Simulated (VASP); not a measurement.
Write the native input for VASP 6.6.1 that does the following.

```
Task                   : single point
Functional             : PBEsol
Potentials or basis    : VASP PAW PBE potentials, release 64 (Eu, Mg, O, Sr_sv, W_sv)
Cutoff                 : 520 eV
k mesh                 : 6 × 6 × 6
Occupations            : gaussian, width 0.02 eV
Spin                   : collinear spin, ferromagnetic start
Starting moments       : [7.52, 0.0, 0.0, 0.0, 0.0, 0.0, 0.0, 0.0, 0.0, 0.0] μB
Hubbard terms          : Eu f U = 6.0 eV
Dipole correction      : no
Further INCAR settings : ALGO = Normal; EDIFF = 1e-06; NBANDS = 54
```

The structure of SrEuMgWO6 lies in POSCAR:

```
SrEuMgWO6
1.0
    0.0000000000      3.9443069192      3.9443069192
    3.9443069192      0.0000000000      3.9443069192
    3.9443069192      3.9443069192      0.0000000000
Eu Mg O Sr W
1 1 6 1 1
Direct
    0.2500000000      0.2500000000      0.2500000000
    0.0000000000      0.0000000000      0.0000000000
    0.7425745624      0.2574254376      0.2574254376
    0.2574254376      0.7425745624      0.7425745624
    0.2574254376      0.7425745624      0.2574254376
    0.7425745624      0.2574254376      0.7425745624
    0.2574254376      0.2574254376      0.7425745624
    0.7425745624      0.7425745624      0.2574254376
    0.7500000000      0.7500000000      0.7500000000
    0.5000000000      0.5000000000      0.5000000000
```

The input as run:

INCAR

```
SYSTEM = SrEuMgWO6
ALGO = Normal ; EDIFF = 1E-6
ENCUT = 520 ; GGA = PS
ISIF = 2 ; ISMEAR = 0
ISPIN = 2 ; LASPH = .TRUE.
LCHARG = .FALSE. ; LDAU = .TRUE.
LDAUJ = 0 0 0 0 0 ; LDAUL = 3 -1 -1 -1 -1
LDAUPRINT = 1 ; LDAUTYPE = 2
LDAUU = 6 0 0 0 0 ; LMAXMIX = 6
LORBIT = 11 ; LREAL = .FALSE.
LWAVE = .FALSE. ; MAGMOM = 7.52 0 0 0 0 0 0 0 0 0
NBANDS = 54 ; NELM = 150
PREC = Accurate ; SIGMA = 0.02
```

KPOINTS

```
k-points
0
G
  6 6 6
  0 0 0
```

Potentials or basis: VASP PAW PBE potentials, release 64 (Eu, Mg, O, Sr_sv, W_sv).

The run is started by

```sh
$ cat potpaw_PBE.64/Eu/POTCAR potpaw_PBE.64/Mg/POTCAR potpaw_PBE.64/O/POTCAR potpaw_PBE.64/Sr_sv/POTCAR potpaw_PBE.64/W_sv/POTCAR > POTCAR
$ mpirun -np 1 vasp_std > vasp.out
```

It gave:

The pressure is 0.8 GPa. The largest force is 0.214 eV/Å. The band gap on the k mesh is 1.16 eV (least direct gap 1.24 eV) and the net moment is 7.00 μB per cell. The site moments are Eu +6.73; Mg +0.00; O -0.01; Sr +0.00; W +0.02 μB and the valence electrons inside the program's atomic spheres are Eu 14.84; Mg 0.43; O 5.05; Sr 7.94; W 12.08.

Caveat: the PAW data sets were made with another functional, which shifts forces and pressure a little; spin-orbit coupling is left out, which moves the levels of the heavy elements; a cell with one magnetic atom can't hold antiferromagnetic order, which such compounds often take.

Run time: 6.4 min on 1 thread of Intel(R) Xeon(R) Platinum 8259CL CPU @ 2.50GHz (Skylake/Cascade Lake), with other jobs on the host, peak memory 0.45 GiB.
